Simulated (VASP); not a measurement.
Input of a VASP 6.6.1 run:

Contents of INCAR:

```
ALGO     = Normal         # electronic algorithm
EDIFF    = 1E-6           # SCF threshold, eV
ENCUT    = 520            # plane-wave cutoff, eV
GGA      = PE             # functional
ISIF     = 2              # what is computed and relaxed
ISMEAR   = 0              # smearing method
LASPH    = True           # aspherical terms in the spheres
LCHARG   = False          # write CHGCAR
LREAL    = False          # projectors in reciprocal space
LWAVE    = False          # write WAVECAR
NBANDS   = 28             # bands
NELM     = 100            # most SCF steps
PREC     = Accurate       # precision mode
SIGMA    = 0.01           # smearing width, eV
```

KPOINTS

```
k-points
0
Gamma
  6 6 6
```

File POSCAR:

```
BaZrO3
1.0
    4.3266369391      0.0000000000      0.0000000000
    0.0000000000      4.3266369391      0.0000000000
    0.0000000000      0.0000000000      4.3266369391
Ba Zr O
1 1 3
Direct
    0.0000000000      0.0000000000      0.0000000000
    0.5000000000      0.5000000000      0.5000000000
    0.0000000000      0.5000000000      0.5000000000
    0.5000000000      0.0000000000      0.5000000000
    0.5000000000      0.5000000000      0.0000000000
```

Potentials or basis: VASP PAW PBE potentials, release 64 (Ba_sv, Zr_sv, O).

Command:

```bash
$ cat potpaw_PBE.64/Ba_sv/POTCAR potpaw_PBE.64/Zr_sv/POTCAR potpaw_PBE.64/O/POTCAR > POTCAR
$ mpirun -np 1 vasp_std > vasp.out
```

(1) Predict the band gap on the k mesh.

(2) What does it give for the pressure?

Answers

(1) 2.97 eV, indirect (least direct gap 3.27 eV).

(2) -8.2 GPa.

Caveat: spin-orbit coupling is left out, which moves the levels of the heavy elements.
